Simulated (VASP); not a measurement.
Here is a VASP 6.6.1 calculation.

INCAR

```
  PREC = Accurate
  ENCUT = 520
  EDIFF = 1E-6
  ISMEAR = -1
  SIGMA = 0.1
  LREAL = F
  LASPH = T
  NELM = 150
  ALGO = Normal
  ISIF = 2
  LWAVE = F
  LCHARG = T
  ISPIN = 2
  MAGMOM = 1.92
  LORBIT = 11
  NUPDOWN = 1.92
  LMAXMIX = 4
  GGA = PS
  LELF = T
  LVHAR = T
  NBANDS = 15
```

The input KPOINTS:

```
Automatic mesh
0
Gamma
  15 15 15
```

POSCAR

```
Ni
1.0
    0.0000000000      1.7716500000      1.7716500000
    1.7716500000      0.0000000000      1.7716500000
    1.7716500000      1.7716500000      0.0000000000
Ni
1
Direct
    0.0000000000      0.0000000000      0.0000000000
```

Potentials or basis: VASP PAW PBE potentials, release 64 (Ni).

Run with:

```sh
$ cat potpaw_PBE.64/Ni/POTCAR > POTCAR
$ mpirun -np 1 vasp_std > vasp.out
```

What does it give for the pressure?

9.3 GPa.

Caveat: the PAW data sets were made with another functional, which shifts forces and pressure a little; the total moment is fixed, so each spin has its own Fermi level.
